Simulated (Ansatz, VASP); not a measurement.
# One calculation of Ni, two programs

```
Ni
1.0
     2.42184    0.00000    0.00000
     0.00000    2.42184    0.00000
     0.00000    0.00000   22.85000
Ni
5
Direct
  0.00000 0.00000 0.35220
  0.50000 0.50000 0.42453
  0.00000 0.00000 0.50000
  0.50000 0.50000 0.57547
  0.00000 0.00000 0.64780
```

Alike in both runs: task single point; functional LDA; k mesh 17 × 17 × 1; occupations fermi-dirac, width 0.1 eV; collinear spin.

|  | VASP | Ansatz |
| --- | --- | --- |
| version | VASP 6.6.1 | Ansatz 0.2.0 |
| potentials or method | VASP PAW LDA potentials, release 64 (Ni), cutoff 520 eV | all-electron PAW with datasets made for the slab, scalar-relativistic |

|  | VASP | Ansatz | Ansatz less VASP |
| --- | --- | --- | --- |
| rms of the force components (eV/Å) | 0.006 | 0.001 | -0.0053 |
| net moment per atom (μB) | 0.59 | 0.62 | +0.028 |
| size of the moment on the site where the two differ most (μB) | 0.56 | 0.62 | +0.054 |

LDA's correlation is that of Perdew and Zunger in VASP and of Perdew and Wang (1992) in Ansatz. Site moments also hang on the region over which each program counts them. Atom by atom the forces differ by 0.006 eV/Å (rms over components). Ansatz ran all-electron here, and VASP with PAW potentials.
